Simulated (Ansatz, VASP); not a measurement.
Two plane-wave programs on LuBW3

The input INCAR:

```
  PREC = Accurate
  ENCUT = 520
  EDIFF = 1E-6
  ISMEAR = 0
  SIGMA = 0.1
  LREAL = False
  LASPH = True
  NELM = 80
  ALGO = Normal
  ISIF = 2
  LWAVE = False
  LCHARG = True
  GGA = PE
  LELF = True
  LVHAR = True
  NBANDS = 43
```

The input KPOINTS:

```
regular mesh
0
Gamma
  4 4 4
```

The input POSCAR:

```
LuBW3
1.0
    4.3012731900      0.0000000000      0.0000000000
    0.0000000000      4.3012731900      0.0000000000
    0.0000000000      0.0000000000      4.3012731900
Lu B W
1 1 3
Direct
    0.0000000000      0.0000000000      0.0000000000
    0.5000000000      0.5000000000      0.5000000000
    0.0000000000      0.5000000000      0.5000000000
    0.5000000000      0.5000000000      0.0000000000
    0.5000000000      0.0000000000      0.5000000000
```

Input for Ansatz:

```yaml
crystal:
  lattice:
    - [4.30127319, 0.0, 0.0]
    - [0.0, 4.30127319, 0.0]
    - [0.0, 0.0, 4.30127319]
  atoms:
    - { symbol: Lu, position: [0.0, 0.0, 0.0] }
    - { symbol: B, position: [0.5, 0.5, 0.5] }
    - { symbol: W, position: [0.0, 0.5, 0.5] }
    - { symbol: W, position: [0.5, 0.5, 0.0] }
    - { symbol: W, position: [0.5, 0.0, 0.5] }
basis:
  ecutwfc: 420
kpoints:
  mp_grid: { grid: [4, 4, 4] }
hamiltonian:
  xc: pbe
scf:
  occupations: { method: gaussian, width: 0.1 }
  lower_state_search: "off"
output:
  forces: true
  stress: true
  eigenvalues: true
```

Change from the starting cell: species swapped into the EuBRh3 type (Pm-3m, No. 221).

Alike in both runs: task single point; functional PBE; k mesh 4 × 4 × 4; occupations gaussian, width 0.1 eV; no spin polarisation.

|  | VASP | Ansatz |
| --- | --- | --- |
| version | VASP 6.6.1 | Ansatz 0.2.0 |
| potentials or method | VASP PAW PBE potentials, release 64 (Lu, B, W_sv), cutoff 520 eV | scalar-relativistic, plane waves, PAW |
| valence electrons in the cell | 70 | 70 |

VASP gave:

| Quantity | Value |
| --- | --- |
| gap on the k mesh at the Fermi level (eV) | none |
| pressure (GPa) | 5.7 |

Task: What did Ansatz give for the same quantities?

Result: gap on the k mesh at the Fermi level (eV): none; pressure (GPa): 5.3.

A gap of «none» marks a metal or a gap that the smearing closes.

The k mesh is coarse, so the values compare programs but aren't converged. Spin-orbit coupling is off throughout.
